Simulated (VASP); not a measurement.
Here is a VASP 6.6.1 calculation.

Contents of INCAR:

```
PREC = Accurate
ENCUT = 600
EDIFF = 1E-6
ISMEAR = 0
SIGMA = 0.01
LREAL = False
LASPH = True
NELM = 120
ALGO = Normal
ISIF = 2
LWAVE = False
LCHARG = False
NBANDS = 19
GGA_COMPAT = False
```

The input KPOINTS:

```
regular mesh
0
Gamma
  6 6 6
```

The input POSCAR:

```
CaF2
1.0
    0.0000000000      2.7195928860      2.7195928860
    2.7195928860      0.0000000000      2.7195928860
    2.7195928860      2.7195928860      0.0000000000
Ca F
1 2
Direct
    0.0000000000      0.0000000000      0.0000000000
    0.2500000000      0.2500000000      0.2500000000
    0.7500000000      0.7500000000      0.7500000000
```

Potentials or basis: VASP PAW LDA potentials, release 64 (Ca_sv, F).

Run with:

```bash
$ cat potpaw_LDA.64/Ca_sv/POTCAR potpaw_LDA.64/F/POTCAR > POTCAR
$ mpirun -np 1 vasp_std > vasp.out
```

Problem. Estimate the band gap on the k mesh.

Solution. 6.98 eV, indirect (least direct gap 7.24 eV).

Problem. Estimate the pressure.

Solution. -5.2 GPa.

A k mesh can miss the band edges. A hybrid or GW would open this gap; LDA tends to underestimate it.
